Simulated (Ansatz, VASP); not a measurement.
Ag in VASP and in Ansatz

Contents of INCAR:

```
SYSTEM = Ag
PREC = Accurate
ENCUT = 520
EDIFF = 1E-6
ISMEAR = -1
SIGMA = 0.05
LREAL = .False.
LASPH = .True.
NELM = 60
ALGO = Normal
ISIF = 2
LWAVE = .False.
LCHARG = .False.
NBANDS = 12
```

File KPOINTS:

```
Automatic mesh
0
Gamma
  15 15 15
  0 0 0
```

The input POSCAR:

```
Ag
1.0
    0.0000000000      2.0431000000      2.0431000000
    2.0431000000      0.0000000000      2.0431000000
    2.0431000000      2.0431000000      0.0000000000
Ag
1
Direct
    0.0000000000      0.0000000000      0.0000000000
```

Input for Ansatz:

```yaml
crystal:
  lattice:
    - [0.0, 2.0431, 2.0431]
    - [2.0431, 0.0, 2.0431]
    - [2.0431, 2.0431, 0.0]
  atoms:
    - { symbol: Ag, position: [0.0, 0.0, 0.0] }
kpoints:
  mp_grid: { grid: [15, 15, 15] }
  band_path:
    path:
      - [0.0, 0.0, 0.0]
      - [0.5, 0.0, 0.5]
      - [0.625, 0.25, 0.625]
      - [0.375, 0.375, 0.75]
      - [0.0, 0.0, 0.0]
      - [0.5, 0.5, 0.5]
      - [0.5, 0.25, 0.75]
      - [0.5, 0.0, 0.5]
    npoints: 5
scf:
  occupations: { method: fermi_dirac, width: 0.05 }
hamiltonian:
  xc: lda
  pseudopotentials: { kind: all_electron, lapw: { basis_error: 0.001 } }
output:
  forces: true
  stress: true
  eigenvalues: true
```

Alike in both runs: task single point; functional LDA; k mesh 15 × 15 × 15; occupations fermi-dirac, width 0.05 eV; no spin polarisation.

|  | VASP | Ansatz |
| --- | --- | --- |
| version | VASP 6.6.1 | Ansatz 0.2.0 |
| potentials or method | VASP PAW LDA potentials, release 64 (Ag), cutoff 520 eV | all-electron LAPW, scalar-relativistic |

VASP gave:

* pressure (GPa): -7.3

Q: Estimate Ansatz's values.

A: Pressure (GPa): -7.5.

LDA's correlation is that of Perdew and Zunger in VASP and of Perdew and Wang (1992) in Ansatz. Ansatz ran all-electron here, and VASP with PAW potentials.
